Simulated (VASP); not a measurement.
# NaH (Fm-3m) in VASP: notebook

Runs on NaH. Level: PBEsol. Tasks: single point, relaxation of cell and atoms.

All numbers are computed with VASP 6.6.1; they aren't measurements. Logs are shortened: lines on timing, memory, paths and dates and some standing lists are left out, and cuts for length are marked.

## Step 1: The cell of the first run

Symmetry: Fm-3m, No. 225, cubic system. The conventional cell has a = 4.589 Å, b = 4.589 Å, c = 4.589 Å, α = 90.00°, β = 90.00°, γ = 90.00°. Na (site symmetry m-3m) has 6 H at 2.29 Å within 3.0 Å. H (site symmetry m-3m) has 6 Na at 2.29 Å within 3.0 Å.

## Step 2: Single point, PBEsol

Input file INCAR:

```
SYSTEM = NaH
PREC = Accurate
ENCUT = 520
EDIFF = 1E-7
ISMEAR = 0
SIGMA = 0.01
LREAL = .False.
LASPH = .True.
NELM = 100
ALGO = Normal
ISIF = 2
LWAVE = .False.
LCHARG = .False.
GGA = PS
NBANDS = 11
```

Input file KPOINTS:

```
Automatic mesh
0
Gamma
  8 8 8
  0 0 0
```

Input file POSCAR:

```
NaH
1.0
    2.2944277330      2.2944277330      0.0000000000
   -2.2944277330      2.2944277330      0.0000000000
    0.0000000000      2.2944277330      2.2944277330
Na H
1 1
Direct
    0.0000000000      0.0000000000      0.0000000000
    0.5000000000      0.5000000000      0.0000000000
```

Potentials or basis: VASP PAW PBE potentials, release 64 (Na_pv, H).

Run with:

```console
> cat potpaw_PBE.64/Na_pv/POTCAR potpaw_PBE.64/H/POTCAR > POTCAR
> mpirun -np 1 vasp_std > vasp.out
```

OUTCAR:

```text
SYSTEM = NaH
   PREC = Accurate
   ENCUT = 520
   EDIFF = 1E-7
   ISMEAR = 0
   LREAL = .False.
   LASPH = .True.
   NELM = 100
   ISIF = 2
   GGA = PS

 ion  position               nearest neighbor table
   1  0.000  0.000  0.000-
   2  0.500  0.500  0.000-

  LATTYP: Found a face centered cubic cell.
 ALAT       =     4.5888554660

  Lattice vectors:

 A1 = (   0.0000000000,   2.2944277330,   2.2944277330)
 A2 = (   2.2944277330,   0.0000000000,   2.2944277330)
 A3 = (   2.2944277330,   2.2944277330,   0.0000000000)

Analysis of symmetry for initial positions (statically):
=====================================================================
 Subroutine PRICEL returns:
 Original cell was already a primitive cell.

 Routine SETGRP: Setting up the symmetry group for a
 face centered cubic supercell.

 Subroutine GETGRP returns: Found 48 space group operations
 (whereof 48 operations were pure point group operations)
 out of a pool of 48 trial point group operations.

The static configuration has the point symmetry O_h .

Analysis of symmetry for dynamics (positions and initial velocities):
=====================================================================
 Subroutine PRICEL returns:
 Original cell was already a primitive cell.

 Routine SETGRP: Setting up the symmetry group for a
 face centered cubic supercell.

 Subroutine GETGRP returns: Found 48 space group operations
 (whereof 48 operations were pure point group operations)
 out of a pool of 48 trial point group operations.

The dynamic configuration has the point symmetry O_h .

 Subroutine INISYM returns: Found 48 space group operations
 (whereof 48 operations are pure point group operations),
 and found     1 'primitive' translations

----------------------------------------------------------------------------------------

                                     Primitive cell

  volume of cell :      24.1576

  direct lattice vectors                    reciprocal lattice vectors
     2.294427733  2.294427733  0.000000000     0.217919263  0.217919263 -0.217919263
    -2.294427733  2.294427733  0.000000000    -0.217919263  0.217919263 -0.217919263
     0.000000000  2.294427733  2.294427733     0.000000000  0.000000000  0.435838525

  length of vectors
     3.244810818  3.244810818  3.244810818     0.377447235  0.377447235  0.435838525

  position of ions in fractional coordinates (direct lattice)
     0.000000000  0.000000000  0.000000000
     0.500000000  0.500000000  0.000000000

  ion indices of the primitive-cell ions
   primitive index   ion index
                 1           1
                 2           2

----------------------------------------------------------------------------------------

 KPOINTS: Automatic mesh

Automatic generation of k-mesh.
 Grid dimensions read from file:
 generate k-points for:    8    8    8

 Generating k-lattice:

  Cartesian coordinates                     Fractional coordinates (reciprocal lattice)
     0.027239908  0.027239908 -0.027239908     0.125000000  0.000000000  0.000000000
    -0.027239908  0.027239908 -0.027239908     0.000000000  0.125000000  0.000000000
     0.000000000  0.000000000  0.054479816     0.000000000  0.000000000  0.125000000

  Length of vectors
     0.047180904  0.047180904  0.054479816

  Shift w.r.t. Gamma in fractional coordinates (k-lattice)
     0.000000000  0.000000000  0.000000000

 Subroutine IBZKPT returns following result:
 ===========================================

 Found     29 irreducible k-points:

 Following reciprocal coordinates:
            Coordinates               Weight
  0.000000  0.000000  0.000000      1.000000
  0.125000  0.000000  0.000000      8.000000
  0.250000  0.000000  0.000000      8.000000
  0.375000  0.000000  0.000000      8.000000
  0.500000  0.000000  0.000000      4.000000
  0.125000  0.125000  0.000000     12.000000
[... 16 lines left out ...]
  0.375000  0.250000  0.125000     48.000000
  0.500000  0.250000  0.125000     24.000000
 [... further k-points ...]
   k-points           NKPTS =     29   k-points in BZ     NKDIM =     29   number of bands    NBANDS=     11
   number of dos      NEDOS =    301   number of ions     NIONS =      2
   total plane-waves  NPLWV =  13824
   dimension x,y,z NGX =    24 NGY =   24 NGZ =   24
   dimension x,y,z NGXF=    48 NGYF=   48 NGZF=   48
   ions per type =               1   1
   NGX,Y,Z   is equivalent  to a cutoff of  12.30, 12.30, 12.30 a.u.
   NGXF,Y,Z  is equivalent  to a cutoff of  24.59, 24.59, 24.59 a.u.
 SYSTEM =  NaH
   PREC   = accura    normal or accurate (medium, high low for compatibility)
   ISTART =      0    job   : 0-new  1-cont  2-samecut
   ICHARG =      2    charge: 1-file 2-atom 10-const
   ISPIN  =      1    spin polarized calculation?
   LNONCOLLINEAR =      F non collinear calculations
   LSORBIT =      F    spin-orbit coupling
   LASPH  =      T    aspherical Exc in radial PAW
   ENCUT  =  520.0 eV  38.22 Ry    6.18 a.u.   6.03  6.03  6.03*2*pi/ulx,y,z
   NELM   =    100;   NELMIN=  2; NELMDL= -5     # of ELM steps
   EDIFF  = 0.1E-06   stopping-criterion for ELM
   LREAL  =      F    real-space projection
   EDIFFG = 0.1E-05   stopping-criterion for IOM
   NSW    =      0    number of steps for IOM
   IBRION =     -1    ionic relax: 0-MD 1-quasi-New 2-CG
   NFREE  =      0    steps in history (QN), initial steepest desc. (CG)
   ISIF   =      2    stress and relaxation
   ISYM   =      2    0-nonsym 1-usesym 2-fastsym
   POTIM  = 0.5000    time-step for ionic-motion
   TEBEG  =    0.0;   TEEND  =   0.0 temperature during run
   PSTRESS=    0.0 pullay stress
   NELECT =       8.0000    total number of electrons
   NUPDOWN=      -1.0000    fix difference up-down
   EMIN   =  10.00;   EMAX   =-10.00  energy-range for DOS
   EFERMI =   0.00;   METHOD = LEGACY
   ISMEAR =     0;   SIGMA  =   0.01  broadening in eV -4-tet -1-fermi 0-gaus
   EFERMI_NEDOS =   21; number of points for ismear=-14 and -15
   IALGO  =     38    algorithm
   IMIX   =      4    mixing-type and parameters
     AMIX     =   0.40;   BMIX     =  1.00
     AMIX_MAG =   1.60;   BMIX_MAG =  1.00
  volume/ion in A,a.u.               =      12.08        81.51
  Fermi-wavevector in a.u.,A,eV,Ry     =   1.132628  2.140356 17.454167  1.282845
  Thomas-Fermi vector in A             =   2.269329
   LORBIT       =      0    0 simple, 1 ext, 2 COOP (PROOUT), +10 PAW based schemes
   GGA     = PS    functional components
   LHFCALC =     F    Hartree Fock is set to
   AEXX    =    0.0000 exact exchange contribution
   IVDW    =     0    specifies the selected vdW correction
   LEPSILON=     F    determine dielectric tensor
   LRPA    =     F    only Hartree local field effects (RPA)
 non-spin polarized calculation
 Gauss-broadening in eV      SIGMA  =   0.01
  energy-cutoff  :      520.00
  volume of cell :       24.16
 maximum number of plane-waves:       660
   NGX = 13   NGY = 13   NGZ = 13

 number of electron       7.9999995 magnetization

 Free energy of the ion-electron system (eV)
  ---------------------------------------------------
  ext. energy  EPLUGINS =         0.00000000
  ---------------------------------------------------
  free energy    TOTEN  =        -5.04689024 eV

  energy without entropy =       -5.04689024  energy(sigma->0) =       -5.04689024

 E-fermi :  -0.4991     XC(G=0):  -8.4379

 val. band max:       -0.5519017979   @ k =   0.5000   0.5000   0.2500
 cond. band min:       3.2595512850   @ k =   0.5000   0.0000   0.0000
 fundamental gap:      3.8114530829
 Fermi energy:        -0.4990543267

 k-point     1 :       0.0000    0.0000    0.0000
  band No.  band energies     occupation
      1     -22.3082      2.00000
      2     -22.3082      2.00000
      3     -22.3082      2.00000
      4      -4.7399      2.00000
      5      11.3062      0.00000
      6      16.0256      0.00000
      7      16.0256      0.00000
      8      16.0256      0.00000
      9      17.3856      0.00000
     10      17.3856      0.00000
     11      17.3856      0.00000

 k-point     2 :       0.1250    0.0000    0.0000
  band No.  band energies     occupation
      1     -22.3327      2.00000
      2     -22.3109      2.00000
      3     -22.3109      2.00000
      4      -4.4306      2.00000
      5      10.1520      0.00000
      6      13.3232      0.00000
      7      15.2806      0.00000
      8      15.2807      0.00000
      9      18.2136      0.00000
     10      18.2136      0.00000
     11      18.4562      0.00000

 k-point     3 :       0.2500    0.0000    0.0000
  band No.  band energies     occupation
      1     -22.3908      2.00000
      2     -22.3175      2.00000
      3     -22.3175      2.00000
      4      -3.5521      2.00000
      5       7.2900      0.00000
      6      11.9207      0.00000
      7      14.4130      0.00000
      8      14.4131      0.00000
      9      18.2591      0.00000
     10      18.2591      0.00000
     11      19.9298      0.00000

 k-point     4 :       0.3750    0.0000    0.0000
  band No.  band energies     occupation
      1     -22.4478      2.00000
      2     -22.3241      2.00000
      3     -22.3241      2.00000
      4      -2.3122      2.00000
      5       4.5617      0.00000
      6      11.3496      0.00000
      7      13.8526      0.00000
      8      13.8526      0.00000
      9      17.6250      0.00000
     10      17.6250      0.00000
     11      20.3751      0.00000

 k-point     5 :       0.5000    0.0000    0.0000
  band No.  band energies     occupation
      1     -22.4710      2.00000
      2     -22.3268      2.00000
      3     -22.3268      2.00000
      4      -1.5221      2.00000
      5       3.2596      0.00000
      6      11.1852      0.00000
      7      13.6591      0.00000
      8      13.6592      0.00000
      9      17.3713      0.00000
     10      17.3713      0.00000
     11      20.2504      0.00000
[... 211 lines left out ...]
 k-point    21 :       0.5000    0.5000    0.0000
  band No.  band energies     occupation
      1     -22.4516      2.00000
      2     -22.3616      2.00000
      3     -22.3616      2.00000
      4      -0.7761      2.00000
      5       4.1735      0.00000
      6       9.7928      0.00000
      7      10.9440      0.00000
      8      10.9440      0.00000
      9      12.8367      0.00000
     10      25.7343      0.00000
     11      27.2112      0.00000

 k-point    22 :       0.2500    0.2500    0.1250
  band No.  band energies     occupation
      1     -22.4037      2.00000
      2     -22.3453      2.00000
      3     -22.3265      2.00000
      4      -2.8488      2.00000
      5       6.9213      0.00000
      6       9.1230      0.00000
      7      12.6495      0.00000
      8      15.5793      0.00000
      9      16.3863      0.00000
     10      19.1836      0.00000
     11      22.0398      0.00000

 k-point    23 :       0.3750    0.2500    0.1250
  band No.  band energies     occupation
      1     -22.4330      2.00000
      2     -22.3617      2.00000
      3     -22.3349      2.00000
      4      -1.7553      2.00000
      5       5.1366      0.00000
      6       7.9381      0.00000
      7      11.7275      0.00000
      8      15.8110      0.00000
      9      17.0571      0.00000
     10      19.3917      0.00000
     11      21.7772      0.00000

 k-point    24 :       0.5000    0.2500    0.1250
  band No.  band energies     occupation
      1     -22.4455      2.00000
      2     -22.3668      2.00000
      3     -22.3396      2.00000
      4      -1.1047      2.00000
      5       4.1197      0.00000
      6       7.6893      0.00000
      7      11.3494      0.00000
      8      15.7777      0.00000
      9      16.9353      0.00000
     10      20.5024      0.00000
     11      22.8391      0.00000

 [... further k-points ...]

------------------------ aborting loop because EDIFF is reached ----------------------------------------

  FORCE on cell =-STRESS in cart. coord.  units (eV):
  Direction    XX          YY          ZZ          XY          YZ          ZX
  --------------------------------------------------------------------------------------
  -------------------------------------------------------------------------------------
  Total        0.6020584      0.6020584      0.6020584      0.0000000      0.0000000     -0.0000000
  in kB       39.9296987     39.9296987     39.9296987      0.0000000      0.0000000     -0.0000000
  external PRESSURE =      39.9296987 kB  Pullay stress =       0.0000000 kB

 VOLUME and BASIS-vectors are now :
 -----------------------------------------------------------------------------
  energy-cutoff  :      520.00
  volume of cell :       24.16
      direct lattice vectors                 reciprocal lattice vectors
     2.294427733  2.294427733  0.000000000     0.217919263  0.217919263 -0.217919263
    -2.294427733  2.294427733  0.000000000    -0.217919263  0.217919263 -0.217919263
     0.000000000  2.294427733  2.294427733     0.000000000  0.000000000  0.435838525

 POSITION                                       TOTAL-FORCE (eV/Angst)
 -----------------------------------------------------------------------------------
      0.00000      0.00000      0.00000        -0.000000      0.000000      0.000000
      0.00000      2.29443      0.00000         0.000000      0.000000      0.000000
 -----------------------------------------------------------------------------------
    total drift:                               -0.000000     -0.000000     -0.000000

  FREE ENERGIE OF THE ION-ELECTRON SYSTEM (eV)
  ---------------------------------------------------
  free  energy   TOTEN  =        -5.0468902367 eV

  energy  without entropy=       -5.0468902367  energy(sigma->0) =       -5.04689024
```

It took 16 s on 1 thread of AMD EPYC 7R13, shared host; peak memory 0.1 GiB.

What came out:

```yaml
Free_energy: -5.0469 eV
Pressure: 4.0 GPa
Band_gap_on_the_k_mesh: 3.81 eV, indirect (least direct gap 4.78 eV)
```

Caveat: the PAW data sets were made with another functional, which shifts forces and pressure a little. PBEsol gaps usually lie below the measured ones, often by a third to a half.

## Step 3: Single point, PBEsol

This run uses another cell than the first one, of 12.80 Å³/atom, 1.059 times its volume.

Edit INCAR of step 2 so:

```diff
@@ -12,4 +12,6 @@
 LWAVE = .False.
-LCHARG = .False.
+LCHARG = .True.
 GGA = PS
+LELF = .True.
+LVHAR = .True.
 NBANDS = 11
```

KPOINTS is that of step 2.

Input file POSCAR:

```
NaH
1.0
    2.3389701807      2.3389701807      0.0000000000
   -2.3389701807      2.3389701807      0.0000000000
    0.0000000000      2.3389701807      2.3389701807
Na H
1 1
Direct
    0.0000000000      0.0000000000      0.0000000000
    0.5000000000      0.5000000000      0.0000000000
```

Potentials or basis: VASP PAW PBE potentials, release 64 (Na_pv, H).

Run with:

```console
> cat potpaw_PBE.64/Na_pv/POTCAR potpaw_PBE.64/H/POTCAR > POTCAR
> mpirun -np 1 vasp_std > vasp.out
```

It took 27 s on 1 thread of AMD EPYC 7R13, shared host; peak memory 0.12 GiB.

It converged, with:

| Quantity | Value |
| --- | --- |
| Free energy | -5.0740 eV |
| Pressure | 2.0 GPa |
| Band gap on the k mesh | 3.72 eV, indirect (least direct gap 4.66 eV) |

Levels at points of the mesh, in eV from the valence-band top:
| k point | band 1 | band 2 | band 3 | band 4 | band 5 | band 6 | band 7 | band 8 | band 9 |
| --- | --- | --- | --- | --- | --- | --- | --- | --- | --- |
| (0.00, 0.00, 0.00) | -21.84 | -21.84 | -21.84 | -4.01 | 11.30 | 16.13 | 16.13 | 16.13 | 17.33 |
| (0.50, 0.00, 0.00) | -21.98 | -21.86 | -21.86 | -0.95 | 3.72 | 11.31 | 13.84 | 13.84 | 17.26 |
| (0.50, 0.50, 0.00) | -21.96 | -21.89 | -21.89 | -0.21 | 4.60 | 10.13 | 11.11 | 11.11 | 12.74 |

Caveat: the PAW data sets were made with another functional, which shifts forces and pressure a little. Expect the measured gap to be larger: semilocal functionals such as PBEsol lack the derivative discontinuity.

## Step 4: Single point, PBEsol

This run uses another cell than the first one, of 12.80 Å³/atom, 1.059 times its volume.

Input file INCAR:

```
PREC = Accurate
ENCUT = 520
EDIFF = 1E-7
ISMEAR = 0
SIGMA = 0.01
LREAL = False
LASPH = True
NELM = 100
ALGO = Normal
ISIF = 2
LWAVE = False
LCHARG = False
GGA = PS
NBANDS = 11
```

Input file KPOINTS:

```
Automatic mesh
0
Gamma
  8 8 8
```

POSCAR is that of step 3.

Run with:

```console
> cat potpaw_PBE.64/Na_pv/POTCAR potpaw_PBE.64/H/POTCAR > POTCAR
> mpirun -np 1 vasp_std > vasp.out
```

It took 25 s on 1 thread of AMD EPYC 7R13, shared host; peak memory 0.12 GiB.

The run converged. Its results:

```yaml
Free_energy: -5.0740 eV
Pressure: 2.0 GPa
Band_gap_on_the_k_mesh: 3.72 eV, indirect (least direct gap 4.66 eV)
```

Levels at points of the mesh, in eV from the valence-band top:
```
           k point  band 2  band 3  band 4  band 5  band 6  band 7
(0.00, 0.00, 0.00)  -21.84  -21.84   -4.01   11.30   16.13   16.13
(0.50, 0.00, 0.00)  -21.86  -21.86   -0.95    3.72   11.31   13.84
(0.50, 0.50, 0.00)  -21.89  -21.89   -0.21    4.60   10.13   11.11
```

Caveat: the PAW data sets were made with another functional, which shifts forces and pressure a little. A k mesh can miss the band edges.

(Part 1 of 2 ends here.)
